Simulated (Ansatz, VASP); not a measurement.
**Tl in VASP and in Ansatz**

INCAR

```
PREC = Accurate ; ENCUT = 600
EDIFF = 1E-6 ; ISMEAR = 1
SIGMA = 0.05 ; LREAL = F
LASPH = T ; NELM = 150
ALGO = Normal ; ISIF = 3
LWAVE = F ; LCHARG = F
LNONCOLLINEAR = T ; MAGMOM = -0.166 -0.065 -0.025
LORBIT = 11 ; GGA = B5
ALDAX = 1.0 ; AGGAX = 1.0
AGGAC = 1.0 ; ALDAC = 0.0
IBRION = 2 ; NSW = 80
EDIFFG = -0.01
```

KPOINTS

```
Automatic mesh
0
Gamma
  7 7 7
```

POSCAR

```
Tl
1.0
    0.0000000000      2.4663412330      2.4663412330
    2.4663412330      0.0000000000      2.4663412330
    2.4663412330      2.4663412330      0.0000000000
Tl
1
Direct
    0.0000000000      0.0000000000      0.0000000000
```

input.yaml

```yaml
crystal:
  lattice:
    - [0.0, 2.466341233, 2.466341233]
    - [2.466341233, 0.0, 2.466341233]
    - [2.466341233, 2.466341233, 0.0]
  atoms:
    - { symbol: Tl, position: [0.0, 0.0, 0.0], spin: 0.18, spin_axis: [-0.922137, -0.361078, -0.138876] }
kpoints:
  mp_grid: { grid: [7, 7, 7] }
scf:
  occupations: { method: cold, width: 0.05 }
  mixing: { algorithm: broyden, beta: 0.5 }
hamiltonian:
  xc: blyp
  pseudopotentials: { kind: all_electron, lapw: { basis_error: 0.002 } }
magnetization:
  noncollinear: true
output:
  forces: true
  stress: true
relax:
  f_tol: 0.01
  max_steps: 60
  cell: {}
```

Alike in both runs: task relaxation of cell and atoms; functional BLYP; k mesh 7 × 7 × 7; non-collinear spin.

|  | VASP | Ansatz |
| --- | --- | --- |
| version | VASP 6.6.1 | Ansatz 0.2.0 |
| potentials or method | VASP PAW PBE potentials, release 64 (Tl_d), cutoff 600 eV | all-electron LAPW, scalar-relativistic |
| occupations | methfessel-paxton of order 1, width 0.05 eV | cold, width 0.05 eV |

|  | VASP | Ansatz | Ansatz less VASP |
| --- | --- | --- | --- |
| net moment per atom (μB) | 0.00 | 0.00 | 0.000 |
| relaxed volume (Å³/atom) | 35.63 | 35.61 | -0.016 |
| relaxed cell length with the largest relative difference (Å) | 3.693 | 3.693 | -0.0006 |

VASP's potentials were made for PBE, not for BLYP. Ansatz ran all-electron here, and VASP with PAW potentials.

Neither program's run includes spin-orbit coupling. Noted on VASP's run: the volume moved by over 15 % at a fixed basis, so the end points are rough. Noted on Ansatz's run: the volume moved by over 15 % at a fixed basis, so the end points are rough; the program listed the state as in doubt.
